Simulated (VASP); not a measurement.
# BaF2 (Fm-3m) in VASP: notebook, part 2 of 2

VASP 6.6.1.

**3. Single point, PBEsol**

Input file INCAR:

```
PREC = Accurate
ENCUT = 600
EDIFF = 1E-6
ISMEAR = 0
SIGMA = 0.01
LREAL = F
LASPH = T
NELM = 120
ALGO = Normal
ISIF = 2
LWAVE = F
LCHARG = F
GGA = PS
NBANDS = 19
ISYM = 0
GGA_COMPAT = F
```

Input file KPOINTS:

```
Automatic mesh
0
Gamma
  6 6 6
  0 0 0.5
```

Input file POSCAR:

```
BaF2
1.0
    0.0000000000      3.0971637718      3.0971637718
    3.0971637718      0.0000000000      3.0971637718
    3.0971637718      3.0971637718      0.0000000000
Ba F
1 2
Direct
    0.0000000000      0.0000000000      0.0000000000
    0.2500000000      0.2500000000      0.2500000000
    0.7500000000      0.7500000000      0.7500000000
```

Potentials or basis: VASP PAW PBE potentials, release 64 (Ba_sv, F).

Run with:

```sh
$ cat potpaw_PBE.64/Ba_sv/POTCAR potpaw_PBE.64/F/POTCAR > POTCAR
$ mpirun -np 1 vasp_std > vasp.out
```

OUTCAR:

```text
PREC = Accurate
   ENCUT = 600
   EDIFF = 1E-6
   ISMEAR = 0
   LREAL = F
   LASPH = T
   NELM = 120
   ISIF = 2
   GGA = PS
   ISYM = 0

 ion  position               nearest neighbor table
   1  0.000  0.000  0.000-   3 2.68   3 2.68   3 2.68   2 2.68   3 2.68   2 2.68   2 2.68   2 2.68

   2  0.250  0.250  0.250-   1 2.68   1 2.68   1 2.68   1 2.68
   3  0.750  0.750  0.750-   1 2.68   1 2.68   1 2.68   1 2.68

IMPORTANT INFORMATION: All symmetrisations will be switched off!
NOSYMM: (Re-)initialisation of all symmetry stuff for point group C_1.

----------------------------------------------------------------------------------------

                                     Primitive cell

  volume of cell :      59.4186

  direct lattice vectors                    reciprocal lattice vectors
     0.000000000  3.097163772  3.097163772    -0.161438024  0.161438024  0.161438024
     3.097163772  0.000000000  3.097163772     0.161438024 -0.161438024  0.161438024
     3.097163772  3.097163772  0.000000000     0.161438024  0.161438024 -0.161438024

  length of vectors
     4.380051011  4.380051011  4.380051011     0.279618860  0.279618860  0.279618860

  position of ions in fractional coordinates (direct lattice)
     0.000000000  0.000000000  0.000000000
     0.250000000  0.250000000  0.250000000
     0.750000000  0.750000000  0.750000000

  ion indices of the primitive-cell ions
   primitive index   ion index
                 1           1
                 2           2
                 3           3

----------------------------------------------------------------------------------------

 KPOINTS: Automatic mesh

Automatic generation of k-mesh.
 Grid dimensions read from file:
 generate k-points for:    6    6    6

 Generating k-lattice:

  Cartesian coordinates                     Fractional coordinates (reciprocal lattice)
    -0.026906337  0.026906337  0.026906337     0.166666667  0.000000000  0.000000000
     0.026906337 -0.026906337  0.026906337     0.000000000  0.166666667  0.000000000
     0.026906337  0.026906337 -0.026906337     0.000000000  0.000000000  0.166666667

  Length of vectors
     0.046603143  0.046603143  0.046603143

  Shift w.r.t. Gamma in fractional coordinates (k-lattice)
     0.000000000  0.000000000  0.500000000

 Subroutine IBZKPT returns following result:
 ===========================================

 Found    432 irreducible k-points:

 Following reciprocal coordinates:
            Coordinates               Weight
  0.000000  0.000000  0.083333      2.000000
  0.083333  0.000000  0.000000      2.000000
  0.000000  0.083333  0.000000      2.000000
  0.083333  0.083333  0.083333      2.000000
  0.166667  0.000000  0.083333      2.000000
  0.083333  0.166667  0.000000      2.000000
[... 16 lines left out ...]
 -0.250000 -0.333333 -0.333333      2.000000
  0.083333  0.083333 -0.250000      2.000000
 [... further k-points ...]
   k-points           NKPTS =    432   k-points in BZ     NKDIM =    432   number of bands    NBANDS=     19
   number of dos      NEDOS =    301   number of ions     NIONS =      3
   total plane-waves  NPLWV =  46656
   dimension x,y,z NGX =    36 NGY =   36 NGZ =   36
   dimension x,y,z NGXF=    72 NGYF=   72 NGZF=   72
   ions per type =               1   2
   NGX,Y,Z   is equivalent  to a cutoff of  13.66, 13.66, 13.66 a.u.
   NGXF,Y,Z  is equivalent  to a cutoff of  27.33, 27.33, 27.33 a.u.
 SYSTEM =  unknown system
   PREC   = accura    normal or accurate (medium, high low for compatibility)
   ISTART =      0    job   : 0-new  1-cont  2-samecut
   ICHARG =      2    charge: 1-file 2-atom 10-const
   ISPIN  =      1    spin polarized calculation?
   LNONCOLLINEAR =      F non collinear calculations
   LSORBIT =      F    spin-orbit coupling
   LASPH  =      T    aspherical Exc in radial PAW
   ENCUT  =  600.0 eV  44.10 Ry    6.64 a.u.   8.75  8.75  8.75*2*pi/ulx,y,z
   NELM   =    120;   NELMIN=  2; NELMDL= -5     # of ELM steps
   EDIFF  = 0.1E-05   stopping-criterion for ELM
   LREAL  =      F    real-space projection
   EDIFFG = 0.1E-04   stopping-criterion for IOM
   NSW    =      0    number of steps for IOM
   IBRION =     -1    ionic relax: 0-MD 1-quasi-New 2-CG
   NFREE  =      0    steps in history (QN), initial steepest desc. (CG)
   ISIF   =      2    stress and relaxation
   ISYM   =      0    0-nonsym 1-usesym 2-fastsym
   POTIM  = 0.5000    time-step for ionic-motion
   TEBEG  =    0.0;   TEEND  =   0.0 temperature during run
   PSTRESS=    0.0 pullay stress
   NELECT =      24.0000    total number of electrons
   NUPDOWN=      -1.0000    fix difference up-down
   EMIN   =  10.00;   EMAX   =-10.00  energy-range for DOS
   EFERMI =   0.00;   METHOD = LEGACY
   ISMEAR =     0;   SIGMA  =   0.01  broadening in eV -4-tet -1-fermi 0-gaus
   EFERMI_NEDOS =   21; number of points for ismear=-14 and -15
   IALGO  =     38    algorithm
   IMIX   =      4    mixing-type and parameters
     AMIX     =   0.40;   BMIX     =  1.00
     AMIX_MAG =   1.60;   BMIX_MAG =  1.00
  volume/ion in A,a.u.               =      19.81       133.66
  Fermi-wavevector in a.u.,A,eV,Ry     =   1.210146  2.286844 19.925095  1.464453
  Thomas-Fermi vector in A             =   2.345702
   LORBIT       =      0    0 simple, 1 ext, 2 COOP (PROOUT), +10 PAW based schemes
   GGA     = PS    functional components
   LHFCALC =     F    Hartree Fock is set to
   AEXX    =    0.0000 exact exchange contribution
   IVDW    =     0    specifies the selected vdW correction
   LEPSILON=     F    determine dielectric tensor
   LRPA    =     F    only Hartree local field effects (RPA)
 non-spin polarized calculation
 Gauss-broadening in eV      SIGMA  =   0.01
  energy-cutoff  :      600.00
  volume of cell :       59.42
 maximum number of plane-waves:      1999
   NGX = 17   NGY = 17   NGZ = 17

 number of electron      24.0000001 magnetization

 Free energy of the ion-electron system (eV)
  ---------------------------------------------------
  ext. energy  EPLUGINS =         0.00000000
  ---------------------------------------------------
  free energy    TOTEN  =       -17.64522369 eV

  energy without entropy =      -17.64522369  energy(sigma->0) =      -17.64522369

 E-fermi :  -2.1165     XC(G=0):  -8.9256

 val. band max:       -2.1891088442   @ k =   0.4167   0.1667   0.1667
 cond. band min:       4.6249330454   @ k =   0.0833   0.0000   0.0000
 fundamental gap:      6.8140418897
 Fermi energy:        -2.1164635363

 k-point     1 :       0.0000    0.0000    0.0833
  band No.  band energies     occupation
      1     -25.2373      2.00000
      2     -20.9980      2.00000
      3     -20.9636      2.00000
      4     -10.0898      2.00000
      5     -10.0878      2.00000
      6     -10.0878      2.00000
[... 11 lines left out ...]
     18       9.1734      0.00000
     19      12.8374      0.00000

 k-point     2 :       0.0833    0.0000    0.0000
  band No.  band energies     occupation
      1     -25.2373      2.00000
      2     -20.9980      2.00000
      3     -20.9636      2.00000
      4     -10.0898      2.00000
      5     -10.0878      2.00000
      6     -10.0878      2.00000
[... 11 lines left out ...]
     18       9.1734      0.00000
     19      12.8374      0.00000

 k-point     3 :       0.0000    0.0833    0.0000
  band No.  band energies     occupation
      1     -25.2373      2.00000
      2     -20.9980      2.00000
      3     -20.9636      2.00000
      4     -10.0898      2.00000
      5     -10.0878      2.00000
      6     -10.0878      2.00000
[... 11 lines left out ...]
     18       9.1734      0.00000
     19      12.8374      0.00000

 k-point     4 :       0.0833    0.0833    0.0833
  band No.  band energies     occupation
      1     -25.2373      2.00000
      2     -20.9980      2.00000
      3     -20.9636      2.00000
      4     -10.0898      2.00000
      5     -10.0878      2.00000
      6     -10.0878      2.00000
[... 407 lines left out ...]
     18       9.3360      0.00000
     19      11.3699      0.00000

 k-point    23 :      -0.2500   -0.3333   -0.3333
  band No.  band energies     occupation
      1     -25.1003      2.00000
      2     -21.1468      2.00000
      3     -21.0567      2.00000
      4     -10.2288      2.00000
      5     -10.2274      2.00000
      6     -10.1382      2.00000
[... 11 lines left out ...]
     18       9.3360      0.00000
     19      11.3699      0.00000

 k-point    24 :       0.0833    0.0833   -0.2500
  band No.  band energies     occupation
      1     -25.1003      2.00000
      2     -21.1468      2.00000
      3     -21.0567      2.00000
      4     -10.2288      2.00000
      5     -10.2274      2.00000
      6     -10.1382      2.00000
[... 11 lines left out ...]
     18       9.3360      0.00000
     19      11.3699      0.00000

 [... further k-points ...]

------------------------ aborting loop because EDIFF is reached ----------------------------------------

  FORCE on cell =-STRESS in cart. coord.  units (eV):
  Direction    XX          YY          ZZ          XY          YZ          ZX
  --------------------------------------------------------------------------------------
  -------------------------------------------------------------------------------------
  Total       -0.2007659     -0.2007667     -0.2007667      0.0000020      0.0000015      0.0000008
  in kB       -5.4134976     -5.4135202     -5.4135189      0.0000549      0.0000396      0.0000223
  external PRESSURE =      -5.4135122 kB  Pullay stress =       0.0000000 kB

 VOLUME and BASIS-vectors are now :
 -----------------------------------------------------------------------------
  energy-cutoff  :      600.00
  volume of cell :       59.42
      direct lattice vectors                 reciprocal lattice vectors
     0.000000000  3.097163772  3.097163772    -0.161438024  0.161438024  0.161438024
     3.097163772  0.000000000  3.097163772     0.161438024 -0.161438024  0.161438024
     3.097163772  3.097163772  0.000000000     0.161438024  0.161438024 -0.161438024

 POSITION                                       TOTAL-FORCE (eV/Angst)
 -----------------------------------------------------------------------------------
      0.00000      0.00000      0.00000        -0.000000      0.000000     -0.000000
      1.54858      1.54858      1.54858        -0.000000     -0.000000      0.000000
      4.64575      4.64575      4.64575         0.000000      0.000000     -0.000000
 -----------------------------------------------------------------------------------
    total drift:                                0.000000      0.000000     -0.000000

  FREE ENERGIE OF THE ION-ELECTRON SYSTEM (eV)
  ---------------------------------------------------
  free  energy   TOTEN  =       -17.6452236857 eV

  energy  without entropy=      -17.6452236857  energy(sigma->0) =      -17.64522369
```

stdout:

```text
POSCAR found type information on POSCAR BaF
 POSCAR found :  2 types and       3 ions
 scaLAPACK will be used
 -----------------------------------------------------------------------------
|                                                                             |
|                                                                             |
|     You enforced a specific xc type in the INCAR file but a different       |
|     I HOPE YOU KNOW WHAT YOU ARE DOING!                                     |
|                                                                             |
 -----------------------------------------------------------------------------

 LDA part: xc-table for (Slater+PW92), standard interpolation
 POSCAR, INCAR and KPOINTS ok, starting setup
 FFT: planning ... GRIDC
 FFT: planning ... GRID_SOFT
 FFT: planning ... GRID
 WAVECAR not read
 entering main loop
```

Run time: 8.7 min. Hardware: 1 thread of Intel Xeon Platinum 8488C (Sapphire Rapids), shared host; peak memory 0.63 GiB.

What came out:

| Item | Value |
| --- | --- |
| Free energy | -17.6452 eV |
| Pressure | -0.5 GPa |
| Band gap on the k mesh | 6.81 eV (least direct gap 6.90 eV) |

Levels at points of the mesh, in eV from the valence-band top:
| k point | band 8 | band 9 | band 10 | band 11 | band 12 | band 13 | band 14 | band 15 | band 16 | band 17 |
| --- | --- | --- | --- | --- | --- | --- | --- | --- | --- | --- |
| (0.00, 0.00, 0.08) | -1.50 | -1.45 | -0.13 | -0.08 | -0.08 | 6.81 | 9.12 | 9.12 | 11.27 | 11.36 |

Caveat: the PAW data sets were made with another functional, which shifts forces and pressure a little; spin-orbit coupling is left out, which moves the levels of the heavy elements; a shifted mesh leaves out Γ, where band edges can lie.

**4. Single point, HSE06**

POSCAR is that of step 3.

Input file INCAR.step1:

```
PREC     = Accurate       # precision mode
ENCUT    = 520            # plane-wave cutoff, eV
EDIFF    = 1E-5           # SCF threshold, eV
ISMEAR   = 0              # smearing method
SIGMA    = 0.01           # smearing width, eV
LREAL    = False          # projectors in reciprocal space
LASPH    = True           # aspherical terms in the spheres
NELM     = 120            # most SCF steps
ALGO     = Normal         # electronic algorithm
ISIF     = 2              # what is computed and relaxed
LWAVE    = True           # write WAVECAR
NBANDS   = 19             # bands
GGA      = PE             # functional
GGA_COMPAT= False
```

Input file INCAR.step2:

```
PREC     = Accurate       # precision mode
ENCUT    = 520            # plane-wave cutoff, eV
EDIFF    = 1E-6           # SCF threshold, eV
ISMEAR   = 0              # smearing method
SIGMA    = 0.01           # smearing width, eV
LREAL    = False          # projectors in reciprocal space
LASPH    = True           # aspherical terms in the spheres
NELM     = 120            # most SCF steps
ALGO     = Normal         # electronic algorithm
ISIF     = 2              # what is computed and relaxed
LWAVE    = False          # write WAVECAR
LCHARG   = True           # write CHGCAR
GGA      = PE             # functional
LHFCALC  = True           # exact exchange
HFSCREEN = 0.2079         # screening, 1/A
PRECFOCK = Normal       
LELF     = True           # ELF
LVHAR    = True         
NBANDS   = 19             # bands
ISTART   = 1            
GGA_COMPAT= False
```

Input file KPOINTS:

```
regular mesh
0
Gamma
  4 4 4
```

Potentials or basis: VASP PAW PBE potentials, release 64 (Ba_sv, F).

Run with:

```sh
$ cat potpaw_PBE.64/Ba_sv/POTCAR potpaw_PBE.64/F/POTCAR > POTCAR
$ cp INCAR.step1 INCAR
$ mpirun -np 1 vasp_std > vasp.out
$ cp INCAR.step2 INCAR
$ mpirun -np 1 vasp_std > vasp.out
```

OUTCAR:

```text
PREC = Accurate
   ENCUT = 520
   EDIFF = 1E-6
   ISMEAR = 0
   LREAL = False
   LASPH = True
   NELM = 120
   ISIF = 2
   GGA = PE
   LHFCALC = True
   HFSCREEN = 0.2079
   PRECFOCK = Normal
   ISTART = 1

 ion  position               nearest neighbor table
   1  0.000  0.000  0.000-   3 2.68   3 2.68   3 2.68   2 2.68   3 2.68   2 2.68   2 2.68   2 2.68

   2  0.250  0.250  0.250-   1 2.68   1 2.68   1 2.68   1 2.68
   3  0.750  0.750  0.750-   1 2.68   1 2.68   1 2.68   1 2.68

  LATTYP: Found a face centered cubic cell.
 ALAT       =     6.1943275436

  Lattice vectors:

 A1 = (   0.0000000000,   3.0971637718,   3.0971637718)
 A2 = (   3.0971637718,   0.0000000000,   3.0971637718)
 A3 = (   3.0971637718,   3.0971637718,   0.0000000000)

Analysis of symmetry for initial positions (statically):
=====================================================================
 Subroutine PRICEL returns:
 Original cell was already a primitive cell.

 Routine SETGRP: Setting up the symmetry group for a
[... 158 lines left out ...]
  free energy    TOTEN  =       -20.37459340 eV

  energy without entropy =      -20.37459340  energy(sigma->0) =      -20.37459340

 E-fermi :  -3.5602     XC(G=0):  -7.1947

 val. band max:       -3.6116296050   @ k =  -0.2500   0.2500   0.0000
 cond. band min:       5.0884561561   @ k =   0.0000   0.0000   0.0000
 fundamental gap:      8.7000857611
 Fermi energy:        -3.5602448946

 k-point     1 :       0.0000    0.0000    0.0000
  band No.  band energies     occupation
      1     -27.6758      2.00000
      2     -24.1498      2.00000
      3     -23.9900      2.00000
      4     -11.3622      2.00000
      5     -11.3622      2.00000
      6     -11.3622      2.00000
[... 153 lines left out ...]
      6     -11.5009      2.00000
[... 11 lines left out ...]
     18      13.4133      0.00000
     19      13.6193      0.00000

------------------------ aborting loop because EDIFF is reached ----------------------------------------

  FORCE on cell =-STRESS in cart. coord.  units (eV):
  Direction    XX          YY          ZZ          XY          YZ          ZX
  --------------------------------------------------------------------------------------
  -------------------------------------------------------------------------------------
  Total        0.5168500      0.5168500      0.5168500      0.0000000      0.0000000      0.0000000
  in kB       13.9364637     13.9364637     13.9364637      0.0000000      0.0000000      0.0000000
  external PRESSURE =      13.9364637 kB  Pullay stress =       0.0000000 kB

 VOLUME and BASIS-vectors are now :
 -----------------------------------------------------------------------------
  energy-cutoff  :      520.00
  volume of cell :       59.42
      direct lattice vectors                 reciprocal lattice vectors
     0.000000000  3.097163772  3.097163772    -0.161438024  0.161438024  0.161438024
     3.097163772  0.000000000  3.097163772     0.161438024 -0.161438024  0.161438024
     3.097163772  3.097163772  0.000000000     0.161438024  0.161438024 -0.161438024

 POSITION                                       TOTAL-FORCE (eV/Angst)
 -----------------------------------------------------------------------------------
      0.00000      0.00000      0.00000        -0.000000     -0.000000      0.000000
      1.54858      1.54858      1.54858        -0.000000     -0.000000     -0.000000
      4.64575      4.64575      4.64575         0.000000      0.000000      0.000000
 -----------------------------------------------------------------------------------
    total drift:                               -0.000006     -0.000006     -0.000006

  FREE ENERGIE OF THE ION-ELECTRON SYSTEM (eV)
  ---------------------------------------------------
  free  energy   TOTEN  =       -20.3745933984 eV

  energy  without entropy=      -20.3745933984  energy(sigma->0) =      -20.37459340
```

It took 26 min on 1 thread of Intel Xeon Platinum 8488C (Sapphire Rapids), shared host; peak memory 0.32 GiB.

What came out:

```yaml
Free_energy: -20.3746 eV
Pressure: 1.4 GPa
Band_gap_on_the_k_mesh: 8.70 eV (least direct gap 8.79 eV)
```

Caveat: the k points lie up to 0.44 Å⁻¹ apart; the PAW data sets were made with another functional, which shifts forces and pressure a little; spin-orbit coupling is left out, which moves the levels of the heavy elements. A k mesh can miss the band edges.

**5. The runs side by side**

| level | k mesh | cutoff (eV) | grid for exact exchange (PRECFOCK) | share of exact exchange | screening parameter | gap on the mesh (eV) | pressure (GPa) |
| --- | --- | --- | --- | --- | --- | --- | --- |
| PBEsol | 6 × 6 × 6 | 600 | - | - | - | 6.65 | -0.5 |
| PBEsol | 6 × 6 × 6, shifted | 600 | - | - | - | 6.81 | -0.5 |
| HSE06 | 4 × 4 × 4 | 520 | Normal | 0.25 | 0.2079 1/Å | 8.70 | 1.4 |

Alike in all rows: task single point; potentials or basis VASP PAW PBE potentials, release 64 (Ba_sv, F); no spin polarisation; cell as given; smearing gaussian 0.01 eV.

Caveats: some runs use coarse meshes; the PAW data sets were made with another functional, which shifts forces and pressure a little; spin-orbit coupling is left out, which moves the levels of the heavy elements; a shifted mesh leaves out Γ, where band edges can lie (at least some runs).

Absolute energies hang on the potentials; compare differences alone.
